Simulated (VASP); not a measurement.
# GaAs (F-43m) in VASP: a series of runs

The runs below take GaAs through single point, with LDA.

Program: VASP 6.6.1. These are calculated values, not measurements. Logs are shortened: lines on timing, memory, paths and dates and some standing lists are left out, and cuts for length are marked.

### Step 1. The cell of the first run

It takes space group F-43m (No. 216, cubic). The conventional cell has a = 5.538 Å, b = 5.538 Å, c = 5.538 Å, α = 90.00°, β = 90.00°, γ = 90.00°. Within 3.2 Å of Ga (site symmetry -43m) lie 4 As at 2.40 Å. As (site symmetry -43m) has 4 Ga at 2.40 Å within 3.2 Å.

### Step 2. Single point, LDA (volume scaled by 0.94)

INCAR

```
ALGO = Normal
EDIFF = 1E-6
ENCUT = 520
ISIF = 2
ISMEAR = -1
LASPH = T
LCHARG = F
LREAL = F
LWAVE = F
NBANDS = 16
NELM = 80
PREC = Accurate
SIGMA = 0.08
```

KPOINTS

```
k-points
0
Gamma
  10 10 10
```

POSCAR

```
GaAs
1.0
    0.0000000000      2.7691429914      2.7691429914
    2.7691429914      0.0000000000      2.7691429914
    2.7691429914      2.7691429914      0.0000000000
Ga As
1 1
Direct
    0.0000000000      0.0000000000      0.0000000000
    0.7500000000      0.7500000000      0.7500000000
```

Potentials or basis: VASP PAW LDA potentials, release 64 (Ga_d, As).

The run is started by

```console
cat potpaw_LDA.64/Ga_d/POTCAR potpaw_LDA.64/As/POTCAR > POTCAR
mpirun -np 1 vasp_std > vasp.out
```

OUTCAR:

```text
EDIFF = 1E-6
   ENCUT = 520
   ISIF = 2
   ISMEAR = -1
   LASPH = T
   LREAL = F
   NELM = 80
   PREC = Accurate

 ion  position               nearest neighbor table
   1  0.000  0.000  0.000-   2 2.40   2 2.40   2 2.40   2 2.40
   2  0.750  0.750  0.750-   1 2.40   1 2.40   1 2.40   1 2.40

  LATTYP: Found a face centered cubic cell.
 ALAT       =     5.5382859828

  Lattice vectors:

 A1 = (   0.0000000000,   2.7691429914,   2.7691429914)
 A2 = (   2.7691429914,   0.0000000000,   2.7691429914)
 A3 = (   2.7691429914,   2.7691429914,   0.0000000000)

Analysis of symmetry for initial positions (statically):
=====================================================================
 Subroutine PRICEL returns:
 Original cell was already a primitive cell.

 Routine SETGRP: Setting up the symmetry group for a
 face centered cubic supercell.

 Subroutine GETGRP returns: Found 24 space group operations
 (whereof 24 operations were pure point group operations)
 out of a pool of 48 trial point group operations.

The static configuration has the point symmetry T_d .

Analysis of symmetry for dynamics (positions and initial velocities):
=====================================================================
 Subroutine PRICEL returns:
 Original cell was already a primitive cell.

 Routine SETGRP: Setting up the symmetry group for a
 face centered cubic supercell.

 Subroutine GETGRP returns: Found 24 space group operations
 (whereof 24 operations were pure point group operations)
 out of a pool of 48 trial point group operations.

The dynamic configuration has the point symmetry T_d .

 Subroutine INISYM returns: Found 24 space group operations
 (whereof 24 operations are pure point group operations),
 and found     1 'primitive' translations

----------------------------------------------------------------------------------------

                                     Primitive cell

  volume of cell :      42.4684

  direct lattice vectors                    reciprocal lattice vectors
     0.000000000  2.769142991  2.769142991    -0.180561279  0.180561279  0.180561279
     2.769142991  0.000000000  2.769142991     0.180561279 -0.180561279  0.180561279
     2.769142991  2.769142991  0.000000000     0.180561279  0.180561279 -0.180561279

  length of vectors
     3.916159575  3.916159575  3.916159575     0.312741309  0.312741309  0.312741309

[... 79 lines left out ...]
   NELM   =     80;   NELMIN=  2; NELMDL= -5     # of ELM steps
   EDIFF  = 0.1E-05   stopping-criterion for ELM
   LREAL  =      F    real-space projection
   EDIFFG = 0.1E-04   stopping-criterion for IOM
   NSW    =      0    number of steps for IOM
   IBRION =     -1    ionic relax: 0-MD 1-quasi-New 2-CG
   NFREE  =      0    steps in history (QN), initial steepest desc. (CG)
   ISIF   =      2    stress and relaxation
   ISYM   =      2    0-nonsym 1-usesym 2-fastsym
   POTIM  = 0.5000    time-step for ionic-motion
   TEBEG  =    0.0;   TEEND  =   0.0 temperature during run
   PSTRESS=    0.0 pullay stress
   NELECT =      18.0000    total number of electrons
   NUPDOWN=      -1.0000    fix difference up-down
   EMIN   =  10.00;   EMAX   =-10.00  energy-range for DOS
   EFERMI =   0.00;   METHOD = LEGACY
   ISMEAR =    -1;   SIGMA  =   0.08  broadening in eV -4-tet -1-fermi 0-gaus
   EFERMI_NEDOS =   21; number of points for ismear=-14 and -15
   IALGO  =     38    algorithm
   IMIX   =      4    mixing-type and parameters
     AMIX     =   0.40;   BMIX     =  1.00
     AMIX_MAG =   1.60;   BMIX_MAG =  1.00
  volume/ion in A,a.u.               =      21.23       143.30
  Fermi-wavevector in a.u.,A,eV,Ry     =   1.229731  2.323856 20.575267  1.512239
  Thomas-Fermi vector in A             =   2.364607
   LORBIT       =      0    0 simple, 1 ext, 2 COOP (PROOUT), +10 PAW based schemes
   GGA     = CA    functional components
   LHFCALC =     F    Hartree Fock is set to
   AEXX    =    0.0000 exact exchange contribution
   IVDW    =     0    specifies the selected vdW correction
   LEPSILON=     F    determine dielectric tensor
   LRPA    =     F    only Hartree local field effects (RPA)
 non-spin polarized calculation
  energy-cutoff  :      520.00
  volume of cell :       42.47
 maximum number of plane-waves:      1167
 NGX is ok and might be reduce to    30
   NGX = 15   NGY = 15   NGZ = 15

 number of electron      18.0000010 magnetization

 Free energy of the ion-electron system (eV)
  ---------------------------------------------------
  ext. energy  EPLUGINS =         0.00000000
  ---------------------------------------------------
  free energy    TOTEN  =        -9.62488012 eV

  energy without entropy =       -9.62483663  energy(sigma->0) =       -9.62485837

 E-fermi :   4.8726     XC(G=0): -10.1881

 val. band max:        4.4118202336   @ k =   0.0000   0.0000   0.0000
 cond. band min:       5.2180958133   @ k =   0.0000   0.0000   0.0000
 fundamental gap:      0.8062755797
 Fermi energy:         4.8726074432

 k-point     1 :       0.0000    0.0000    0.0000
  band No.  band energies     occupation
      1     -10.6418      2.00000
      2     -10.6418      2.00000
      3     -10.6418      2.00000
      4     -10.5475      2.00000
      5     -10.5475      2.00000
      6      -8.8145      2.00000
[... 433 lines left out ...]
      3     -10.5960      2.00000
      4     -10.5702      2.00000
      5     -10.5360      2.00000
      6      -6.9089      2.00000
[... 8 lines left out ...]
     15      16.9661      0.00000
     16      17.5487      0.00000

 [... further k-points ...]

------------------------ aborting loop because EDIFF is reached ----------------------------------------

  FORCE on cell =-STRESS in cart. coord.  units (eV):
  Direction    XX          YY          ZZ          XY          YZ          ZX
  --------------------------------------------------------------------------------------
  -------------------------------------------------------------------------------------
  Total        0.8464074      0.8464074      0.8464074     -0.0000000     -0.0000000      0.0000000
  in kB       31.9318359     31.9318359     31.9318359     -0.0000000     -0.0000000      0.0000000
  external PRESSURE =      31.9318359 kB  Pullay stress =       0.0000000 kB

 VOLUME and BASIS-vectors are now :
 -----------------------------------------------------------------------------
  energy-cutoff  :      520.00
  volume of cell :       42.47
      direct lattice vectors                 reciprocal lattice vectors
     0.000000000  2.769142991  2.769142991    -0.180561279  0.180561279  0.180561279
     2.769142991  0.000000000  2.769142991     0.180561279 -0.180561279  0.180561279
     2.769142991  2.769142991  0.000000000     0.180561279  0.180561279 -0.180561279

 POSITION                                       TOTAL-FORCE (eV/Angst)
 -----------------------------------------------------------------------------------
      0.00000      0.00000      0.00000        -0.000000     -0.000000     -0.000000
      4.15371      4.15371      4.15371         0.000000      0.000000      0.000000
 -----------------------------------------------------------------------------------
    total drift:                                0.000000      0.000000      0.000000

  FREE ENERGIE OF THE ION-ELECTRON SYSTEM (eV)
  ---------------------------------------------------
  free  energy   TOTEN  =        -9.6248801154 eV

  energy  without entropy=       -9.6248366320  energy(sigma->0) =       -9.62485837
```

OSZICAR:

```text
N       E                     dE             d eps       ncg     rms          rms(c)
DAV:   1     0.809555561729E+02    0.80956E+02   -0.89767E+03  1552   0.156E+03
DAV:   2    -0.363508656430E+01   -0.84591E+02   -0.80598E+02  1752   0.305E+02
DAV:   3    -0.978264833456E+01   -0.61476E+01   -0.61141E+01  1800   0.650E+01
DAV:   4    -0.987208744440E+01   -0.89439E-01   -0.89429E-01  1864   0.880E+00
DAV:   5    -0.987334438777E+01   -0.12569E-02   -0.12569E-02  1824   0.928E-01    0.321E+00
DAV:   6    -0.967449248106E+01    0.19885E+00   -0.22123E-01  2368   0.868E+00    0.189E+00
DAV:   7    -0.962801512542E+01    0.46477E-01   -0.70963E-02  2104   0.205E+00    0.529E-01
DAV:   8    -0.962491523206E+01    0.30999E-02   -0.95820E-03  1800   0.108E+00    0.127E-01
DAV:   9    -0.962487205568E+01    0.43176E-04   -0.70734E-04  1888   0.310E-01    0.395E-02
DAV:  10    -0.962487559621E+01   -0.35405E-05   -0.45924E-05  2320   0.823E-02    0.208E-02
DAV:  11    -0.962488027262E+01   -0.46764E-05   -0.74783E-06  1704   0.415E-02    0.326E-03
DAV:  12    -0.962488011536E+01    0.15725E-06   -0.56132E-07  1232   0.122E-02
   1 F= -.96248801E+01 E0= -.96248584E+01  d E =-.434834E-04
```

Wall time 48 s (1 thread of AMD EPYC 7R13 (Zen 3), shared host); peak memory 0.14 GiB.

What came out:

| Item | Value |
| --- | --- |
| Free energy | -9.6249 eV |
| Pressure | 3.2 GPa |
| Band gap on the k mesh | 0.81 eV, direct |

 A k mesh can miss the band edges.

### Step 3. Single point, LDA (volume scaled by 0.96)

INCAR

```
SYSTEM = GaAs
  PREC = Accurate
  ENCUT = 520
  EDIFF = 1E-6
  ISMEAR = -1
  SIGMA = 0.08
  LREAL = .FALSE.
  LASPH = .TRUE.
  NELM = 100
  ALGO = Normal
  ISIF = 2
  LWAVE = .FALSE.
  LCHARG = .FALSE.
  GGA = CA
  NBANDS = 16
```

KPOINTS

```
regular mesh
0
G
  10 10 10
  0 0 0
```

POSCAR

```
GaAs
1.0
    0.0000000000      2.7886446409      2.7886446409
    2.7886446409      0.0000000000      2.7886446409
    2.7886446409      2.7886446409      0.0000000000
Ga As
1 1
Direct
    0.0000000000      0.0000000000      0.0000000000
    0.7500000000      0.7500000000      0.7500000000
```

Potentials or basis: VASP PAW LDA potentials, release 64 (Ga_d, As).

The run is started by

```console
cat potpaw_LDA.64/Ga_d/POTCAR potpaw_LDA.64/As/POTCAR > POTCAR
mpirun -np 1 vasp_std > vasp.out
```

OUTCAR:

```text
SYSTEM = GaAs
   PREC = Accurate
   ENCUT = 520
   EDIFF = 1E-6
   ISMEAR = -1
   LREAL = .FALSE.
   LASPH = .TRUE.
   NELM = 100
   ISIF = 2
   GGA = CA

 ion  position               nearest neighbor table
   1  0.000  0.000  0.000-   2 2.42   2 2.42   2 2.42   2 2.42
   2  0.750  0.750  0.750-   1 2.42   1 2.42   1 2.42   1 2.42

  LATTYP: Found a face centered cubic cell.
 ALAT       =     5.5772892818

  Lattice vectors:

 A1 = (   0.0000000000,   2.7886446409,   2.7886446409)
 A2 = (   2.7886446409,   0.0000000000,   2.7886446409)
 A3 = (   2.7886446409,   2.7886446409,   0.0000000000)

Analysis of symmetry for initial positions (statically):
=====================================================================
 Subroutine PRICEL returns:
 Original cell was already a primitive cell.

 Routine SETGRP: Setting up the symmetry group for a
 face centered cubic supercell.

 Subroutine GETGRP returns: Found 24 space group operations
 (whereof 24 operations were pure point group operations)
 out of a pool of 48 trial point group operations.

The static configuration has the point symmetry T_d .

Analysis of symmetry for dynamics (positions and initial velocities):
=====================================================================
 Subroutine PRICEL returns:
 Original cell was already a primitive cell.

 Routine SETGRP: Setting up the symmetry group for a
 face centered cubic supercell.

 Subroutine GETGRP returns: Found 24 space group operations
 (whereof 24 operations were pure point group operations)
 out of a pool of 48 trial point group operations.

The dynamic configuration has the point symmetry T_d .

 Subroutine INISYM returns: Found 24 space group operations
 (whereof 24 operations are pure point group operations),
 and found     1 'primitive' translations

[... 110 lines left out ...]
   EFERMI_NEDOS =   21; number of points for ismear=-14 and -15
   IALGO  =     38    algorithm
   IMIX   =      4    mixing-type and parameters
     AMIX     =   0.40;   BMIX     =  1.00
     AMIX_MAG =   1.60;   BMIX_MAG =  1.00
  volume/ion in A,a.u.               =      21.69       146.34
  Fermi-wavevector in a.u.,A,eV,Ry     =   1.221132  2.307604 20.288498  1.491163
  Thomas-Fermi vector in A             =   2.356325
   LORBIT       =      0    0 simple, 1 ext, 2 COOP (PROOUT), +10 PAW based schemes
   GGA     = CA    functional components
   LHFCALC =     F    Hartree Fock is set to
   AEXX    =    0.0000 exact exchange contribution
   IVDW    =     0    specifies the selected vdW correction
   LEPSILON=     F    determine dielectric tensor
   LRPA    =     F    only Hartree local field effects (RPA)
 non-spin polarized calculation
  energy-cutoff  :      520.00
  volume of cell :       43.37
 maximum number of plane-waves:      1211
 NGX is ok and might be reduce to    30
   NGX = 15   NGY = 15   NGZ = 15

 number of electron      18.0000015 magnetization

 Free energy of the ion-electron system (eV)
  ---------------------------------------------------
  ext. energy  EPLUGINS =         0.00000000
  ---------------------------------------------------
  free energy    TOTEN  =        -9.63777863 eV

  energy without entropy =       -9.63769154  energy(sigma->0) =       -9.63773509

 E-fermi :   4.5906     XC(G=0): -10.0937

 val. band max:        4.1988951577   @ k =   0.0000   0.0000   0.0000
 cond. band min:       4.8415642444   @ k =   0.0000   0.0000   0.0000
 fundamental gap:      0.6426690867
 Fermi energy:         4.5905793075

 k-point     1 :       0.0000    0.0000    0.0000
  band No.  band energies     occupation
      1     -10.8087      2.00000
      2     -10.8087      2.00000
      3     -10.8087      2.00000
      4     -10.7201      2.00000
      5     -10.7201      2.00000
      6      -8.8659      2.00000
[... 433 lines left out ...]
      3     -10.7661      2.00000
      4     -10.7410      2.00000
      5     -10.7094      2.00000
      6      -7.0197      2.00000
[... 8 lines left out ...]
     15      16.6642      0.00000
     16      17.1768      0.00000

 [... further k-points ...]

------------------------ aborting loop because EDIFF is reached ----------------------------------------

  FORCE on cell =-STRESS in cart. coord.  units (eV):
  Direction    XX          YY          ZZ          XY          YZ          ZX
  --------------------------------------------------------------------------------------
  -------------------------------------------------------------------------------------
  Total        0.3808852      0.3808852      0.3808852      0.0000000      0.0000000     -0.0000000
  in kB       14.0700353     14.0700353     14.0700353      0.0000000      0.0000000     -0.0000000
  external PRESSURE =      14.0700353 kB  Pullay stress =       0.0000000 kB

 VOLUME and BASIS-vectors are now :
 -----------------------------------------------------------------------------
  energy-cutoff  :      520.00
  volume of cell :       43.37
      direct lattice vectors                 reciprocal lattice vectors
     0.000000000  2.788644641  2.788644641    -0.179298571  0.179298571  0.179298571
     2.788644641  0.000000000  2.788644641     0.179298571 -0.179298571  0.179298571
     2.788644641  2.788644641  0.000000000     0.179298571  0.179298571 -0.179298571

 POSITION                                       TOTAL-FORCE (eV/Angst)
 -----------------------------------------------------------------------------------
      0.00000      0.00000      0.00000         0.000000      0.000000      0.000000
      4.18297      4.18297      4.18297        -0.000000     -0.000000     -0.000000
 -----------------------------------------------------------------------------------
    total drift:                                0.000000      0.000000      0.000000

  FREE ENERGIE OF THE ION-ELECTRON SYSTEM (eV)
  ---------------------------------------------------
  free  energy   TOTEN  =        -9.6377786270 eV

  energy  without entropy=       -9.6376915445  energy(sigma->0) =       -9.63773509
```

It used 49 s of CPU time on 1 thread of AMD EPYC 7R13 Processor (Zen 3) (shared host).

What came out:

| Property | Result |
| --- | --- |
| Free energy | -9.6378 eV |
| Pressure | 1.4 GPa |
| Band gap on the k mesh | 0.64 eV, direct |

Levels at points of the mesh, in eV from the valence-band top:
```
           k point  band 6  band 7  band 8  band 9  band 10  band 11  band 12  band 13
(0.00, 0.00, 0.00)  -13.06    0.00    0.00    0.00     0.64     3.68     3.68     3.68
(0.50, 0.00, 0.00)  -11.17   -6.92   -1.21   -1.21     0.98     4.60     4.60     7.60
(0.50, 0.50, 0.00)  -10.38   -7.07   -2.84   -2.84     1.27     1.53    10.37    10.37
```

 A k mesh can miss the band edges.

### Step 4. Single point, LDA (volume scaled by 0.98)

INCAR

```
SYSTEM = GaAs
  PREC = Accurate
  ENCUT = 520
  EDIFF = 1E-6
  ISMEAR = -1
  SIGMA = 0.08
  LREAL = .FALSE.
  LASPH = .TRUE.
  NELM = 80
  ALGO = Normal
  ISIF = 2
  LWAVE = .FALSE.
  LCHARG = .TRUE.
  GGA = CA
  LELF = .TRUE.
  LVHAR = .TRUE.
  NBANDS = 16
```

KPOINTS is that of step 3.

POSCAR

```
GaAs
1.0
    0.0000000000      2.8078772807      2.8078772807
    2.8078772807      0.0000000000      2.8078772807
    2.8078772807      2.8078772807      0.0000000000
Ga As
1 1
Direct
    0.0000000000      0.0000000000      0.0000000000
    0.7500000000      0.7500000000      0.7500000000
```

Potentials or basis: VASP PAW LDA potentials, release 64 (Ga_d, As).

The run is started by

```console
cat potpaw_LDA.64/Ga_d/POTCAR potpaw_LDA.64/As/POTCAR > POTCAR
mpirun -np 1 vasp_std > vasp.out
```

OUTCAR:

```text
SYSTEM = GaAs
   PREC = Accurate
   ENCUT = 520
   EDIFF = 1E-6
   ISMEAR = -1
   LREAL = .FALSE.
   LASPH = .TRUE.
   NELM = 80
   ISIF = 2
   GGA = CA

 ion  position               nearest neighbor table
   1  0.000  0.000  0.000-   2 2.43   2 2.43   2 2.43   2 2.43
   2  0.750  0.750  0.750-   1 2.43   1 2.43   1 2.43   1 2.43

  LATTYP: Found a face centered cubic cell.
 ALAT       =     5.6157545614

  Lattice vectors:

[... 642 lines left out ...]

------------------------ aborting loop because EDIFF is reached ----------------------------------------

  FORCE on cell =-STRESS in cart. coord.  units (eV):
  Direction    XX          YY          ZZ          XY          YZ          ZX
  --------------------------------------------------------------------------------------
  -------------------------------------------------------------------------------------
  Total       -0.0505292     -0.0505292     -0.0505292      0.0000000      0.0000000     -0.0000000
  in kB       -1.8284751     -1.8284751     -1.8284751      0.0000000      0.0000000     -0.0000000
  external PRESSURE =      -1.8284751 kB  Pullay stress =       0.0000000 kB

 VOLUME and BASIS-vectors are now :
 -----------------------------------------------------------------------------
  energy-cutoff  :      520.00
  volume of cell :       44.28
      direct lattice vectors                 reciprocal lattice vectors
     0.000000000  2.807877281  2.807877281    -0.178070460  0.178070460  0.178070460
     2.807877281  0.000000000  2.807877281     0.178070460 -0.178070460  0.178070460
     2.807877281  2.807877281  0.000000000     0.178070460  0.178070460 -0.178070460

 POSITION                                       TOTAL-FORCE (eV/Angst)
 -----------------------------------------------------------------------------------
      0.00000      0.00000      0.00000        -0.000000     -0.000000     -0.000000
      4.21182      4.21182      4.21182         0.000000      0.000000      0.000000
 -----------------------------------------------------------------------------------
    total drift:                                0.000001      0.000001      0.000000

  FREE ENERGIE OF THE ION-ELECTRON SYSTEM (eV)
  ---------------------------------------------------
  free  energy   TOTEN  =        -9.6411771107 eV

  energy  without entropy=       -9.6409983829  energy(sigma->0) =       -9.64108775
```

It used 36 s of CPU time on 1 thread of AMD EPYC 7R13 Processor (Zen 3), on a shared host.

Results:

```yaml
Free_energy: -9.6412 eV
Pressure: -0.2 GPa
Band_gap_on_the_k_mesh: 0.48 eV, direct
```

(Continued in part 2 of 2.)
